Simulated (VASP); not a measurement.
# GaSb in VASP: a series of runs, part 2 of 2

VASP 6.6.1. The steps go on from the part before.

## 5. Relaxation of cell and atoms, PBE

This run uses another cell than the first one: it holds 2 atoms, not 4.

INCAR reads:

```
PREC = Accurate
ENCUT = 600
EDIFF = 1E-6
ISMEAR = 0
SIGMA = 0.1
LREAL = False
LASPH = True
NELM = 60
ALGO = Normal
ISIF = 3
LWAVE = False
LCHARG = False
GGA = PE
IBRION = 2
NSW = 100
EDIFFG = -0.005
```

KPOINTS reads:

```
regular mesh
0
Gamma
  12 12 12
```

POSCAR reads:

```
GaSb
1.0
    0.0000000000      3.0686043160      3.0686043160
    3.0686043160      0.0000000000      3.0686043160
    3.0686043160      3.0686043160      0.0000000000
Ga Sb
1 1
Direct
    0.0000000000      0.0000000000      0.0000000000
    0.7500000000      0.7500000000      0.7500000000
```

Potentials or basis: VASP PAW PBE potentials, release 64 (Ga_d, Sb).

The run is started by

```bash
cat potpaw_PBE.64/Ga_d/POTCAR potpaw_PBE.64/Sb/POTCAR > POTCAR
mpirun -np 1 vasp_std > vasp.out
```

OUTCAR:

```text
PREC = Accurate
   ENCUT = 600
   EDIFF = 1E-6
   ISMEAR = 0
   LREAL = False
   LASPH = True
   NELM = 60
   ISIF = 3
   GGA = PE
   IBRION = 2
   NSW = 100
   EDIFFG = -0.005

 ion  position               nearest neighbor table
   1  0.000  0.000  0.000-   2 2.66   2 2.66   2 2.66   2 2.66
   2  0.750  0.750  0.750-   1 2.66   1 2.66   1 2.66   1 2.66

  LATTYP: Found a face centered cubic cell.
 ALAT       =     6.1372086320

  Lattice vectors:

 A1 = (   0.0000000000,   3.0686043160,   3.0686043160)
 A2 = (   3.0686043160,   0.0000000000,   3.0686043160)
 A3 = (   3.0686043160,   3.0686043160,   0.0000000000)

Analysis of symmetry for initial positions (statically):
=====================================================================
 Subroutine PRICEL returns:
 Original cell was already a primitive cell.

 Routine SETGRP: Setting up the symmetry group for a
 face centered cubic supercell.

 Subroutine GETGRP returns: Found 24 space group operations
 (whereof 24 operations were pure point group operations)
 out of a pool of 48 trial point group operations.

The static configuration has the point symmetry T_d .

Analysis of symmetry for dynamics (positions and initial velocities):
=====================================================================
 Subroutine PRICEL returns:
 Original cell was already a primitive cell.

 Routine SETGRP: Setting up the symmetry group for a
 face centered cubic supercell.

 Subroutine GETGRP returns: Found 24 space group operations
 (whereof 24 operations were pure point group operations)
 out of a pool of 48 trial point group operations.

The dynamic configuration has the point symmetry T_d .

 Subroutine INISYM returns: Found 24 space group operations
 (whereof 24 operations are pure point group operations),
 and found     1 'primitive' translations

----------------------------------------------------------------------------------------

                                     Primitive cell

  volume of cell :      57.7900

  direct lattice vectors                    reciprocal lattice vectors
     0.000000000  3.068604316  3.068604316    -0.162940526  0.162940526  0.162940526
     3.068604316  0.000000000  3.068604316     0.162940526 -0.162940526  0.162940526
     3.068604316  3.068604316  0.000000000     0.162940526  0.162940526 -0.162940526

  length of vectors
     4.339661841  4.339661841  4.339661841     0.282221269  0.282221269  0.282221269

  position of ions in fractional coordinates (direct lattice)
     0.000000000  0.000000000  0.000000000
     0.750000000  0.750000000  0.750000000

  ion indices of the primitive-cell ions
   primitive index   ion index
                 1           1
                 2           2

----------------------------------------------------------------------------------------

 KPOINTS: regular mesh

Automatic generation of k-mesh.
 Grid dimensions read from file:
 generate k-points for:   12   12   12

 Generating k-lattice:

  Cartesian coordinates                     Fractional coordinates (reciprocal lattice)
[... 44 lines left out ...]
   total plane-waves  NPLWV =  46656
   dimension x,y,z NGX =    36 NGY =   36 NGZ =   36
   dimension x,y,z NGXF=    72 NGYF=   72 NGZF=   72
   ions per type =               1   1
   NGX,Y,Z   is equivalent  to a cutoff of  13.79, 13.79, 13.79 a.u.
   NGXF,Y,Z  is equivalent  to a cutoff of  27.58, 27.58, 27.58 a.u.
 SYSTEM =  unknown system
   PREC   = accura    normal or accurate (medium, high low for compatibility)
   ISTART =      0    job   : 0-new  1-cont  2-samecut
   ICHARG =      2    charge: 1-file 2-atom 10-const
   ISPIN  =      1    spin polarized calculation?
   LNONCOLLINEAR =      F non collinear calculations
   LSORBIT =      F    spin-orbit coupling
   LASPH  =      T    aspherical Exc in radial PAW
   ENCUT  =  600.0 eV  44.10 Ry    6.64 a.u.   8.67  8.67  8.67*2*pi/ulx,y,z
   NELM   =     60;   NELMIN=  2; NELMDL= -5     # of ELM steps
   EDIFF  = 0.1E-05   stopping-criterion for ELM
   LREAL  =      F    real-space projection
   EDIFFG = -.5E-02   stopping-criterion for IOM
   NSW    =    100    number of steps for IOM
   IBRION =      2    ionic relax: 0-MD 1-quasi-New 2-CG
   NFREE  =      1    steps in history (QN), initial steepest desc. (CG)
   ISIF   =      3    stress and relaxation
   ISYM   =      2    0-nonsym 1-usesym 2-fastsym
   POTIM  = 0.5000    time-step for ionic-motion
   TEBEG  =    0.0;   TEEND  =   0.0 temperature during run
   PSTRESS=    0.0 pullay stress
   NELECT =      18.0000    total number of electrons
   NUPDOWN=      -1.0000    fix difference up-down
   EMIN   =  10.00;   EMAX   =-10.00  energy-range for DOS
   EFERMI =   0.00;   METHOD = LEGACY
   ISMEAR =     0;   SIGMA  =   0.10  broadening in eV -4-tet -1-fermi 0-gaus
   EFERMI_NEDOS =   21; number of points for ismear=-14 and -15
   IALGO  =     38    algorithm
   IMIX   =      4    mixing-type and parameters
     AMIX     =   0.40;   BMIX     =  1.00
     AMIX_MAG =   1.60;   BMIX_MAG =  1.00
  volume/ion in A,a.u.               =      28.89       194.99
  Fermi-wavevector in a.u.,A,eV,Ry     =   1.109723  2.097073 16.755387  1.231486
  Thomas-Fermi vector in A             =   2.246267
   LORBIT       =      0    0 simple, 1 ext, 2 COOP (PROOUT), +10 PAW based schemes
   GGA     = PE    functional components
   LHFCALC =     F    Hartree Fock is set to
   AEXX    =    0.0000 exact exchange contribution
   IVDW    =     0    specifies the selected vdW correction
   LEPSILON=     F    determine dielectric tensor
   LRPA    =     F    only Hartree local field effects (RPA)
 conjugate gradient relaxation of ions
 non-spin polarized calculation
 Gauss-broadening in eV      SIGMA  =   0.10
  energy-cutoff  :      600.00
  volume of cell :       57.79
 maximum number of plane-waves:      1964
   NGX = 17   NGY = 17   NGZ = 17

--------------------------------------- Ionic step        1  -------------------------------------------

 number of electron      18.0000003 magnetization

 Free energy of the ion-electron system (eV)
  ---------------------------------------------------
  ext. energy  EPLUGINS =         0.00000000
  ---------------------------------------------------
  free energy    TOTEN  =        -7.35989709 eV

  energy without entropy =       -7.35976308  energy(sigma->0) =       -7.35983009

------------------------ aborting loop because EDIFF is reached ----------------------------------------

  FORCE on cell =-STRESS in cart. coord.  units (eV):
  Direction    XX          YY          ZZ          XY          YZ          ZX
  --------------------------------------------------------------------------------------
  -------------------------------------------------------------------------------------
  Total        0.6783349      0.6783349      0.6783349      0.0000000      0.0000000     -0.0000000
  in kB       18.8062432     18.8062432     18.8062432      0.0000000      0.0000000     -0.0000000
  external PRESSURE =      18.8062432 kB  Pullay stress =       0.0000000 kB
[... 59 lines left out ...]
--------------------------------------- Ionic step        3  -------------------------------------------

 number of electron      17.9999991 magnetization

 Free energy of the ion-electron system (eV)
  ---------------------------------------------------
  ext. energy  EPLUGINS =         0.00000000
  ---------------------------------------------------
  free energy    TOTEN  =        -7.37269886 eV

  energy without entropy =       -7.37256182  energy(sigma->0) =       -7.37263034

 E-fermi :   4.4418     XC(G=0):  -8.8817

 val. band max:        4.3921998870   @ k =   0.0000   0.0000   0.0000
 cond. band min:       4.7004838020   @ k =   0.5000   0.0000   0.0000
 fundamental gap:      0.3082839150
 Fermi energy:         4.4417916816

 k-point     1 :       0.0000    0.0000    0.0000
  band No.  band energies     occupation
      1     -10.5540      2.00000
      2     -10.5540      2.00000
      3     -10.5540      2.00000
      4     -10.5112      2.00000
      5     -10.5112      2.00000
      6      -6.7614      2.00000
      7       4.0946      2.00000
      8       4.3922      1.51692
      9       4.3922      1.51691
     10       4.3922      1.51691
     11       7.1805      0.00000
     12       7.1805      0.00000
     13       7.1805      0.00000
[... 354 lines left out ...]
  band No.  band energies     occupation
      1     -10.5790      2.00000
      2     -10.5430      2.00000
      3     -10.5423      2.00000
      4     -10.5124      2.00000
      5     -10.5112      2.00000
      6      -5.0777      2.00000
      7      -1.6942      2.00000
      8       1.8026      2.00000
      9       3.0211      2.00000
     10       5.9998      0.00000
     11       8.1393      0.00000
     12       8.9026      0.00000
     13      11.1385      0.00000

 [... further k-points ...]
[... 5 lines left out ...]
  --------------------------------------------------------------------------------------
  -------------------------------------------------------------------------------------
  Total       -0.0018207     -0.0018207     -0.0018207      0.0000000      0.0000000     -0.0000000
  in kB       -0.0485712     -0.0485712     -0.0485712      0.0000000      0.0000000     -0.0000000
  external PRESSURE =      -0.0485712 kB  Pullay stress =       0.0000000 kB
[... 17 lines left out ...]
  FREE ENERGIE OF THE ION-ELECTRON SYSTEM (eV)
  ---------------------------------------------------
  free  energy   TOTEN  =        -7.3726988611 eV

  energy  without entropy=       -7.3725618245  energy(sigma->0) =       -7.37263034

 reached required accuracy - stopping structural energy minimisation
```

OSZICAR:

```text
N       E                     dE             d eps       ncg     rms          rms(c)
DAV:   1     0.838347073958E+02    0.83835E+02   -0.94557E+03  1885   0.186E+03
DAV:   2    -0.961422365247E+00   -0.84796E+02   -0.82094E+02  2042   0.338E+02
DAV:   3    -0.728890289437E+01   -0.63275E+01   -0.62696E+01  2342   0.764E+01
[... 22 lines left out ...]
DAV:   2    -0.737615046881E+01    0.12608E-01   -0.25683E-02  2357   0.326E+00    0.333E-01
DAV:   3    -0.737304858363E+01    0.31019E-02   -0.38688E-03  2462   0.106E+00    0.760E-02
DAV:   4    -0.737272519146E+01    0.32339E-03   -0.38101E-04  2197   0.293E-01    0.247E-02
DAV:   5    -0.737269933831E+01    0.25853E-04   -0.26717E-05  2213   0.715E-02    0.655E-03
DAV:   6    -0.737269886106E+01    0.47725E-06   -0.37313E-06  1857   0.346E-02
   3 F= -.73726989E+01 E0= -.73726303E+01  d E =-.128018E-01
```

It took 3.2 min on 1 thread of Intel Xeon 8259CL, shared host; peak memory 0.26 GiB.

What came out:

* Free energy: -7.3727 eV
* Relaxed volume: 30.03 Å³/atom
* Relaxed cell: a = 4.396 Å, b = 4.396 Å, c = 4.396 Å, α = 60.00°, β = 60.00°, γ = 60.00°
* Space group after relaxing (to 0.1 Å): F-43m (No. 216)
* Energy gained by relaxing: 6.4 meV/atom
* Ionic steps: 3
* Pressure after relaxing: 0.0 GPa
* Band gap on the k mesh: zero (filled and empty bands touch)

Step by step:
```csv
step,energy change (eV),largest force (eV/Å),pressure (GPa),volume (Å³)
1,0.0000,0.0000,1.88,57.79
2,-0.0119,0.0000,-0.43,60.67
3,-0.0128,0.0000,0.00,60.06
```

Final structure:
```
Ga Sb
1.0
     0.00000    3.10821    3.10821
     3.10821    0.00000    3.10821
     3.10821    3.10821    0.00000
Ga Sb
1 1
Direct
  0.00000 0.00000 0.00000
  0.75000 0.75000 0.75000
```

Levels at points of the mesh, in eV from the Fermi level:
```csv
k point,band 6,band 7,band 8,band 9,band 10,band 11,band 12,band 13
"(0.00, 0.00, 0.00)",-11.20,-0.35,-0.05,-0.05,-0.05,2.74,2.74,2.74
"(0.50, 0.00, 0.00)",-9.70,-6.19,-1.13,-1.13,0.26,3.70,3.70,6.44
"(0.50, 0.50, 0.00)",-8.94,-6.65,-2.46,-2.46,0.90,1.29,8.32,8.32
```

Caveat: semilocal functionals underestimate gaps, so a narrow gap can read as zero; spin-orbit coupling is left out, which moves the levels of the heavy elements.

## 6. Overview

```csv
task,cell,k mesh,cutoff (eV),gap on the mesh (eV),pressure (GPa)
single point,"a = 4.395, b = 4.395, c = 6.091 Å, 4 atoms, atomic positions A",12 × 12 × 8,520,0.11,1.0
single point,"a = 4.346, b = 4.346, c = 6.464 Å, 4 atoms, atomic positions A",12 × 12 × 8,520,none,-0.7
single point,"a = 4.351, b = 4.351, c = 6.464 Å, 4 atoms, atomic positions A",12 × 12 × 8,520,none,-0.8
relaxation of cell and atoms,"relaxed from a = 4.340 Å, angles 60.0°, 2 atoms, atomic positions B",12 × 12 × 12,600,none,0.0
```

Alike in all rows: level PBE; potentials or basis VASP PAW PBE potentials, release 64 (Ga_d, Sb); no spin polarisation; smearing gaussian 0.1 eV.

Caveats: spin-orbit coupling is left out, which moves the levels of the heavy elements; semilocal functionals underestimate gaps, so a narrow gap can read as zero (at least some runs).

Total energies depend on the potentials used, so only differences within one code and one set of settings carry meaning.
